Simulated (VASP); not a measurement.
# Cd (P6_3/mmc) in VASP: notebook

The runs below take Cd through single point, with LDA.

Everything below comes from runs of VASP 6.6.1. Logs are shortened: lines on timing, memory, paths and dates and some standing lists are left out, and cuts for length are marked.

**1. The cell of the first run**

Symmetry: P6_3/mmc, No. 194, hexagonal system. Conventional cell: a = 2.843 Å, b = 2.843 Å, c = 5.562 Å, α = 90.00°, β = 90.00°, γ = 120.00°. Cd (site symmetry -6m2) has 12 Cd at 2.84 to 3.23 Å within 3.7 Å.

**2. Single point, LDA (19.47 Å³/atom)**

Contents of INCAR:

```
SYSTEM = Cd
  ALGO = Normal
  EDIFF = 1E-6
  ENCUT = 520
  ISIF = 2
  ISMEAR = -1
  LASPH = .TRUE.
  LCHARG = .FALSE.
  LREAL = .FALSE.
  LWAVE = .FALSE.
  NBANDS = 19
  NELM = 80
  PREC = Accurate
  SIGMA = 0.1
```

Contents of KPOINTS:

```
k-points
0
G
  21 21 9
  0 0 0
```

Contents of POSCAR:

```
Cd
1.0
    2.8429152886      0.0000000000      0.0000000000
   -1.4214576443      2.4620368607      0.0000000000
    0.0000000000      0.0000000000      5.5621672086
Cd
2
Direct
    0.3333333333      0.6666666667      0.2500000000
    0.6666666667      0.3333333333      0.7500000000
```

Potentials or basis: VASP PAW LDA potentials, release 64 (Cd).

Launch:

```sh
$ cat potpaw_LDA.64/Cd/POTCAR > POTCAR
$ mpirun -np 1 vasp_std > vasp.out
```

OUTCAR:

```text
SYSTEM = Cd
   EDIFF = 1E-6
   ENCUT = 520
   ISIF = 2
   ISMEAR = -1
   LASPH = .TRUE.
   LREAL = .FALSE.
   NELM = 80
   PREC = Accurate

 ion  position               nearest neighbor table
   1  0.333  0.667  0.250-   2 3.23   2 3.23   2 3.23   2 3.23   2 3.23   2 3.23
   2  0.667  0.333  0.750-   1 3.23   1 3.23   1 3.23   1 3.23   1 3.23   1 3.23

  LATTYP: Found a hexagonal cell.
 ALAT       =     2.8429152886
 C/A-ratio  =     1.9565012123

  Lattice vectors:

 A1 = (   2.8429152886,   0.0000000000,   0.0000000000)
 A2 = (  -1.4214576443,   2.4620368607,   0.0000000000)
 A3 = (   0.0000000000,   0.0000000000,   5.5621672086)

Analysis of symmetry for initial positions (statically):
=====================================================================
 Subroutine PRICEL returns:
 Original cell was already a primitive cell.

 Routine SETGRP: Setting up the symmetry group for a
 hexagonal supercell.

 Subroutine GETGRP returns: Found 24 space group operations
 (whereof 12 operations were pure point group operations)
 out of a pool of 24 trial point group operations.

The static configuration has the point symmetry D_3d.
 The point group associated with its full space group is D_6h.

Analysis of symmetry for dynamics (positions and initial velocities):
=====================================================================
 Subroutine PRICEL returns:
 Original cell was already a primitive cell.

 Routine SETGRP: Setting up the symmetry group for a
 hexagonal supercell.

 Subroutine GETGRP returns: Found 24 space group operations
 (whereof 12 operations were pure point group operations)
 out of a pool of 24 trial point group operations.

The dynamic configuration has the point symmetry D_3d.
 The point group associated with its full space group is D_6h.

 Subroutine INISYM returns: Found 24 space group operations
 (whereof 12 operations are pure point group operations),
 and found     1 'primitive' translations

----------------------------------------------------------------------------------------

                                     Primitive cell

  volume of cell :      38.9316

  direct lattice vectors                    reciprocal lattice vectors
     2.842915289  0.000000000  0.000000000     0.351751599  0.203083881  0.000000000
    -1.421457644  2.462036861  0.000000000     0.000000000  0.406167761  0.000000000
     0.000000000  0.000000000  5.562167209     0.000000000  0.000000000  0.179786037

  length of vectors
[... 81 lines left out ...]
   NELM   =     80;   NELMIN=  2; NELMDL= -5     # of ELM steps
   EDIFF  = 0.1E-05   stopping-criterion for ELM
   LREAL  =      F    real-space projection
   EDIFFG = 0.1E-04   stopping-criterion for IOM
   NSW    =      0    number of steps for IOM
   IBRION =     -1    ionic relax: 0-MD 1-quasi-New 2-CG
   NFREE  =      0    steps in history (QN), initial steepest desc. (CG)
   ISIF   =      2    stress and relaxation
   ISYM   =      2    0-nonsym 1-usesym 2-fastsym
   POTIM  = 0.5000    time-step for ionic-motion
   TEBEG  =    0.0;   TEEND  =   0.0 temperature during run
   PSTRESS=    0.0 pullay stress
   NELECT =      24.0000    total number of electrons
   NUPDOWN=      -1.0000    fix difference up-down
   EMIN   =  10.00;   EMAX   =-10.00  energy-range for DOS
   EFERMI =   0.00;   METHOD = LEGACY
   ISMEAR =    -1;   SIGMA  =   0.10  broadening in eV -4-tet -1-fermi 0-gaus
   EFERMI_NEDOS =   21; number of points for ismear=-14 and -15
   IALGO  =     38    algorithm
   IMIX   =      4    mixing-type and parameters
     AMIX     =   0.40;   BMIX     =  1.00
     AMIX_MAG =   1.60;   BMIX_MAG =  1.00
  volume/ion in A,a.u.               =      19.47       131.36
  Fermi-wavevector in a.u.,A,eV,Ry     =   1.393299  2.632954 26.412757  1.941283
  Thomas-Fermi vector in A             =   2.516959
   LORBIT       =      0    0 simple, 1 ext, 2 COOP (PROOUT), +10 PAW based schemes
   GGA     = CA    functional components
   LHFCALC =     F    Hartree Fock is set to
   AEXX    =    0.0000 exact exchange contribution
   IVDW    =     0    specifies the selected vdW correction
   LEPSILON=     F    determine dielectric tensor
   LRPA    =     F    only Hartree local field effects (RPA)
 non-spin polarized calculation
  energy-cutoff  :      520.00
  volume of cell :       38.93
 maximum number of plane-waves:      1067
 NGX is ok and might be reduce to    24
   NGX = 11   NGY = 11   NGZ = 21

 number of electron      24.0000005 magnetization

 Free energy of the ion-electron system (eV)
  ---------------------------------------------------
  ext. energy  EPLUGINS =         0.00000000
  ---------------------------------------------------
  free energy    TOTEN  =        -3.01709842 eV

  energy without entropy =       -3.00326553  energy(sigma->0) =       -3.01018197

 E-fermi :   3.4853     XC(G=0): -11.9172

 val. band max:        3.4600921760   @ k =   0.2857   0.0476   0.0000
 cond. band min:       3.5174726529   @ k =   0.3810   0.0952   0.0000
 fundamental gap:      0.0573804769
 Fermi energy:         3.4852733665

 k-point     1 :       0.0000    0.0000    0.0000
  band No.  band energies     occupation
      1      -6.9035      2.00000
      2      -6.6828      2.00000
      3      -6.0142      2.00000
      4      -6.0142      2.00000
      5      -5.9973      2.00000
      6      -5.9598      2.00000
[... 505 lines left out ...]
      6      -5.6739      2.00000
[... 11 lines left out ...]
     18      16.7267      0.00000
     19      17.9709      0.00000

 [... further k-points ...]

------------------------ aborting loop because EDIFF is reached ----------------------------------------

  FORCE on cell =-STRESS in cart. coord.  units (eV):
  Direction    XX          YY          ZZ          XY          YZ          ZX
  --------------------------------------------------------------------------------------
  -------------------------------------------------------------------------------------
  Total        1.3846816      1.3846816      0.3638436      0.0000000      0.0000000      0.0000000
  in kB       56.9846656     56.9846656     14.9734842      0.0000000      0.0000000      0.0000000
  external PRESSURE =      42.9809385 kB  Pullay stress =       0.0000000 kB

 VOLUME and BASIS-vectors are now :
 -----------------------------------------------------------------------------
  energy-cutoff  :      520.00
  volume of cell :       38.93
      direct lattice vectors                 reciprocal lattice vectors
     2.842915289  0.000000000  0.000000000     0.351751599  0.203083881  0.000000000
    -1.421457644  2.462036861  0.000000000     0.000000000  0.406167761  0.000000000
     0.000000000  0.000000000  5.562167209     0.000000000  0.000000000  0.179786037

 POSITION                                       TOTAL-FORCE (eV/Angst)
 -----------------------------------------------------------------------------------
     -0.00000      1.64136      1.39054         0.000000     -0.000000      0.000000
      1.42146      0.82068      4.17163        -0.000000      0.000000     -0.000000
 -----------------------------------------------------------------------------------
    total drift:                               -0.000000      0.000000      0.000000

  FREE ENERGIE OF THE ION-ELECTRON SYSTEM (eV)
  ---------------------------------------------------
  free  energy   TOTEN  =        -3.0170984158 eV

  energy  without entropy=       -3.0032655327  energy(sigma->0) =       -3.01018197
```

OSZICAR:

```text
N       E                     dE             d eps       ncg     rms          rms(c)
DAV:   1     0.184697026265E+03    0.18470E+03   -0.13245E+04  9136   0.130E+03
DAV:   2     0.935714865347E+00   -0.18376E+03   -0.17652E+03  9480   0.344E+02
DAV:   3    -0.319757036462E+01   -0.41333E+01   -0.41253E+01 10481   0.595E+01
DAV:   4    -0.320549043740E+01   -0.79201E-02   -0.79196E-02 10120   0.249E+00
DAV:   5    -0.320551494152E+01   -0.24504E-04   -0.24504E-04 10047   0.134E-01    0.618E+00
DAV:   6    -0.303934178031E+01    0.16617E+00   -0.33389E-01 10030   0.749E+00    0.458E+00
DAV:   7    -0.301950268649E+01    0.19839E-01   -0.36882E-02 10181   0.184E+00    0.182E+00
DAV:   8    -0.301708225884E+01    0.24204E-02   -0.52196E-03  9706   0.940E-01    0.102E-01
DAV:   9    -0.301709134458E+01   -0.90857E-05   -0.20246E-05 10316   0.504E-02    0.410E-02
DAV:  10    -0.301709844446E+01   -0.70999E-05   -0.57804E-06 10030   0.254E-02    0.354E-03
DAV:  11    -0.301709841581E+01    0.28653E-07   -0.13773E-07  5235   0.394E-03
   1 F= -.30170984E+01 E0= -.30101820E+01  d E =-.138329E-01
```

stdout:

```text
POSCAR found type information on POSCAR Cd
 POSCAR found :  1 types and       2 ions
 scaLAPACK will be used
 LDA part: xc-table for (Slater(with rela. corr.)+CA(PZ))
 , standard interpolation
 POSCAR, INCAR and KPOINTS ok, starting setup
 FFT: planning ... GRIDC
 FFT: planning ... GRID_SOFT
 FFT: planning ... GRID
 WAVECAR not read
 entering main loop
```

Run time: 63 s. Hardware: 1 thread of AMD EPYC 9R45 (Zen 5), shared host; peak memory 0.22 GiB.

What came out:

* Free energy: -3.0171 eV
* Pressure: 4.3 GPa
* Band gap on the k mesh: zero (bands 12 and 13 overlap by 5.07 eV)

Caveat: the cell stands under pressure.

**3. Single point, LDA**

This run uses another cell than the first one, of 20.28 Å³/atom.

Contents of INCAR:

```
SYSTEM = Cd
PREC     = Accurate       ! precision mode
ENCUT    = 520            ! plane-wave cutoff, eV
EDIFF    = 1E-6           ! SCF threshold, eV
ISMEAR   = -1             ! smearing method
SIGMA    = 0.1            ! smearing width, eV
LREAL    = .False.        ! projectors in reciprocal space
LASPH    = .True.         ! aspherical terms in the spheres
NELM     = 80             ! most SCF steps
ALGO     = Normal         ! electronic algorithm
ISIF     = 2              ! what is computed and relaxed
LWAVE    = .False.        ! write WAVECAR
LCHARG   = .False.        ! write CHGCAR
NBANDS   = 19             ! bands
```

Contents of KPOINTS:

```
Automatic mesh
0
Gamma
  21 21 9
  0 0 0
```

Contents of POSCAR:

```
Cd
1.0
    2.8818641736      0.0000000000      0.0000000000
   -1.4409320868      2.4957675846      0.0000000000
    0.0000000000      0.0000000000      5.6383707493
Cd
2
Direct
    0.3333333333      0.6666666667      0.2500000000
    0.6666666667      0.3333333333      0.7500000000
```

Potentials or basis: VASP PAW LDA potentials, release 64 (Cd).

Launch:

```sh
$ cat potpaw_LDA.64/Cd/POTCAR > POTCAR
$ mpirun -np 1 vasp_std > vasp.out
```

OUTCAR:

```text
SYSTEM = Cd
   PREC = Accurate
   ENCUT = 520
   EDIFF = 1E-6
   ISMEAR = -1
   LREAL = .False.
   LASPH = .True.
   NELM = 80
   ISIF = 2

 ion  position               nearest neighbor table
   1  0.333  0.667  0.250-   2 3.27   2 3.27   2 3.27   2 3.27   2 3.27   2 3.27
   2  0.667  0.333  0.750-   1 3.27   1 3.27   1 3.27   1 3.27   1 3.27   1 3.27

  LATTYP: Found a hexagonal cell.
 ALAT       =     2.8818641736
 C/A-ratio  =     1.9565012123

  Lattice vectors:

[... 718 lines left out ...]

  FORCE on cell =-STRESS in cart. coord.  units (eV):
  Direction    XX          YY          ZZ          XY          YZ          ZX
  --------------------------------------------------------------------------------------
  -------------------------------------------------------------------------------------
  Total        0.3739340      0.3739340     -0.1621707      0.0000000     -0.0000000      0.0000000
  in kB       14.7731896     14.7731896     -6.4069550      0.0000000     -0.0000000      0.0000000
  external PRESSURE =       7.7131414 kB  Pullay stress =       0.0000000 kB

 VOLUME and BASIS-vectors are now :
 -----------------------------------------------------------------------------
  energy-cutoff  :      520.00
  volume of cell :       40.55
      direct lattice vectors                 reciprocal lattice vectors
     2.881864174  0.000000000  0.000000000     0.346997617  0.200339167  0.000000000
    -1.440932087  2.495767585  0.000000000     0.000000000  0.400678335  0.000000000
     0.000000000  0.000000000  5.638370749     0.000000000  0.000000000  0.177356198

 POSITION                                       TOTAL-FORCE (eV/Angst)
 -----------------------------------------------------------------------------------
     -0.00000      1.66385      1.40959         0.000000      0.000000      0.000000
      1.44093      0.83192      4.22878        -0.000000     -0.000000      0.000000
 -----------------------------------------------------------------------------------
    total drift:                               -0.000000      0.000000      0.000000

  FREE ENERGIE OF THE ION-ELECTRON SYSTEM (eV)
  ---------------------------------------------------
  free  energy   TOTEN  =        -3.0420535590 eV

  energy  without entropy=       -3.0277812497  energy(sigma->0) =       -3.03491740
```

stdout:

```text
POSCAR found type information on POSCAR Cd
 POSCAR found :  1 types and       2 ions
 scaLAPACK will be used
 LDA part: xc-table for (Slater(with rela. corr.)+CA(PZ))
 , standard interpolation
 POSCAR, INCAR and KPOINTS ok, starting setup
 FFT: planning ... GRIDC
 FFT: planning ... GRID_SOFT
 FFT: planning ... GRID
 WAVECAR not read
 entering main loop
```

Run time: 60 s. Hardware: 1 thread of AMD EPYC 9R45 (Zen 5), shared host; peak memory 0.23 GiB.

What came out:

```yaml
Free_energy: -3.0421 eV
Pressure: 0.8 GPa
Band_gap_on_the_k_mesh: zero (bands 12 and 13 overlap by 5.04 eV)
```

Levels at points of the mesh, in eV from the Fermi level:
| k point | band 8 | band 9 | band 10 | band 11 | band 12 | band 13 | band 14 | band 15 | band 16 | band 17 |
| --- | --- | --- | --- | --- | --- | --- | --- | --- | --- | --- |
| (0.00, 0.00, 0.00) | -8.68 | -8.68 | -8.44 | -8.44 | -3.41 | -3.37 | 9.95 | 14.72 | 15.21 | 16.17 |

**4. Single point, LDA (20.28 Å³/atom)**

This run uses another cell than the first one, of 20.28 Å³/atom.

Contents of INCAR:

```
PREC     = Accurate       # precision mode
ENCUT    = 520            # plane-wave cutoff, eV
EDIFF    = 1E-6           # SCF threshold, eV
ISMEAR   = -1             # smearing method
SIGMA    = 0.1            # smearing width, eV
LREAL    = F              # projectors in reciprocal space
LASPH    = T              # aspherical terms in the spheres
NELM     = 60             # most SCF steps
ALGO     = Normal         # electronic algorithm
ISIF     = 2              # what is computed and relaxed
LWAVE    = F              # write WAVECAR
LCHARG   = T              # write CHGCAR
LELF     = T              # ELF
LVHAR    = T            
NBANDS   = 19             # bands
```

Contents of KPOINTS:

```
Automatic mesh
0
Gamma
  21 21 9
```

POSCAR is that of step 3.

Launch:

```sh
$ cat potpaw_LDA.64/Cd/POTCAR > POTCAR
$ mpirun -np 1 vasp_std > vasp.out
```

It took 66 s on 1 thread of AMD EPYC 9R45 (Zen 5), shared host; peak memory 0.23 GiB.

Results (log left out):

```
Free energy            : -3.0421 eV
Pressure               : 0.8 GPa
Band gap on the k mesh : zero (bands 12 and 13 overlap by 5.04 eV)
```

Stress tensor (GPa, compression positive):
```
 1.48  0.00  0.00
 0.00  1.48  0.00
 0.00  0.00 -0.64
```

Levels at points of the mesh, in eV from the Fermi level:
```
           k point  band 10  band 11  band 12  band 13  band 14  band 15
(0.00, 0.00, 0.00)    -8.44    -8.44    -3.41    -3.37     9.95    14.72
```

The gap in the log of VASP goes by the Fermi energy; the results here count the filled bands.